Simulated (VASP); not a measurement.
Here is a VASP 6.6.1 calculation.

File INCAR:

```
SYSTEM = CdS
PREC = Accurate
ENCUT = 500
EDIFF = 1E-6
ISMEAR = 0
SIGMA = 0.02
LREAL = .FALSE.
LASPH = .TRUE.
NELM = 120
ALGO = Normal
ISIF = 2
LWAVE = .FALSE.
LCHARG = .TRUE.
LELF = .TRUE.
LVHAR = .TRUE.
NBANDS = 16
GGA_COMPAT = .FALSE.
```

Contents of KPOINTS:

```
regular mesh
0
G
  8 8 8
  0 0 0
```

POSCAR

```
CdS
1.0
    0.0000000000      2.8782715545      2.8782715545
    2.8782715545      0.0000000000      2.8782715545
    2.8782715545      2.8782715545      0.0000000000
Cd S
1 1
Direct
    0.0000000000      0.0000000000      0.0000000000
    0.2500000000      0.2500000000      0.2500000000
```

Potentials or basis: VASP PAW LDA potentials, release 64 (Cd, S).

Launch:

```sh
$ cat potpaw_LDA.64/Cd/POTCAR potpaw_LDA.64/S/POTCAR > POTCAR
$ mpirun -np 1 vasp_std > vasp.out
```

Task: What does it give for the pressure?

Result: 0.5 GPa.

Task: What does it give for the band gap on the k mesh?

Result: 0.98 eV, direct.

LDA gaps usually lie below the measured ones, often by a third to a half.
